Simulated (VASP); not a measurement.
Set up this calculation in VASP 6.6.1, as the native input.

```
Task                   : single point
Functional             : r2SCAN
Potentials or basis    : VASP PAW PBE potentials, release 64 (Al, Cu)
Cutoff                 : 520 eV
k mesh                 : 9 × 6 × 1
Occupations            : gaussian, width 0.1 eV
Spin                   : no spin polarisation
Dipole correction      : yes
Further INCAR settings : LREAL = Auto; ALGO = Normal; EDIFF = 1e-07; NBANDS = 66
```

Al2Cu, a slab with vacuum:

```
Al Cu
1.0
     4.05472    0.00000    0.00000
     0.00000    5.73398    0.00000
     0.00000    0.00000   25.13679
Al Cu
12 6
Cartesian
  0.0000 1.4335 7.5000
  0.0000 4.3005 7.5000
  2.0274 4.3005 9.5274
  2.0274 1.4335 9.5274
  0.0000 1.4335 11.5547
  0.0000 4.3005 11.5547
  2.0274 4.3005 13.5821
  2.0274 1.4335 13.5821
  0.0000 1.4335 15.6094
  0.0000 4.3005 15.6094
  2.0274 4.3005 17.6368
  2.0274 1.4335 17.6368
  2.0274 0.0000 7.5000
  0.0000 2.8670 9.5274
  2.0274 0.0000 11.5547
  0.0000 2.8670 13.5821
  2.0274 0.0000 15.6094
  0.0000 2.8670 17.6368
```

One way to write it, as run:

POSCAR

```
Al2Cu
1.0
    4.0547150336      0.0000000000      0.0000000000
    0.0000000000      5.7339750267      0.0000000000
    0.0000000000      0.0000000000     25.1367875840
Al Cu
12 6
Direct
    0.0000000000      0.2500000000      0.2983674813
    0.0000000000      0.7500000000      0.2983674813
    0.5000000000      0.7500000000      0.3790204888
    0.5000000000      0.2500000000      0.3790204888
    0.0000000000      0.2500000000      0.4596734963
    0.0000000000      0.7500000000      0.4596734963
    0.5000000000      0.7500000000      0.5403265037
    0.5000000000      0.2500000000      0.5403265037
    0.0000000000      0.2500000000      0.6209795112
    0.0000000000      0.7500000000      0.6209795112
    0.5000000000      0.7500000000      0.7016325187
    0.5000000000      0.2500000000      0.7016325187
    0.5000000000      0.0000000000      0.2983674813
    0.0000000000      0.5000000000      0.3790204888
    0.5000000000      0.0000000000      0.4596734963
    0.0000000000      0.5000000000      0.5403265037
    0.5000000000      0.0000000000      0.6209795112
    0.0000000000      0.5000000000      0.7016325187
```

INCAR.step1

```
PREC     = Accurate       # precision mode
ENCUT    = 520            # plane-wave cutoff, eV
ISMEAR   = 0              # smearing method
SIGMA    = 0.1            # smearing width, eV
LREAL    = Auto         
LASPH    = T              # aspherical terms in the spheres
NELM     = 60             # most SCF steps
LDIPOL   = T            
IDIPOL   = 3            
DIPOL    = 0.5 0.5 0.500
NBANDS   = 66             # bands
GGA      = PE             # functional
ALGO     = Normal         # electronic algorithm
EDIFF    = 1E-4           # SCF threshold, eV
LWAVE    = T              # write WAVECAR
LCHARG   = F              # write CHGCAR
```

INCAR.step2

```
PREC     = Accurate       # precision mode
ENCUT    = 520            # plane-wave cutoff, eV
EDIFF    = 1E-7           # SCF threshold, eV
ISMEAR   = 0              # smearing method
SIGMA    = 0.1            # smearing width, eV
LREAL    = Auto         
LASPH    = T              # aspherical terms in the spheres
NELM     = 60             # most SCF steps
ALGO     = Normal         # electronic algorithm
ISIF     = 2              # what is computed and relaxed
LWAVE    = F              # write WAVECAR
LCHARG   = F              # write CHGCAR
LDIPOL   = T            
IDIPOL   = 3            
DIPOL    = 0.5 0.5 0.500
METAGGA  = R2SCAN         # meta-GGA
LMIXTAU  = T            
NBANDS   = 66             # bands
ISTART   = 1
```

KPOINTS

```
Automatic mesh
0
Gamma
  9 6 1
```

Potentials or basis: VASP PAW PBE potentials, release 64 (Al, Cu).

Run with:

```bash
$ cat potpaw_PBE.64/Al/POTCAR potpaw_PBE.64/Cu/POTCAR > POTCAR
$ cp INCAR.step1 INCAR
$ mpirun -np 1 vasp_std > vasp.out
$ cp INCAR.step2 INCAR
$ mpirun -np 1 vasp_std > vasp.out
```

Results of the run:

The largest force is 0.147 eV/Å and the band gap on the k mesh is zero (bands 51 and 52 overlap by 2.29 eV).

Caveat: the PAW data sets were made with another functional, which shifts forces and pressure a little.

Wall time 61 min on 1 thread of Intel(R) Xeon(R) 6975P-C (Granite Rapids) (shared host), peak memory 0.94 GiB.
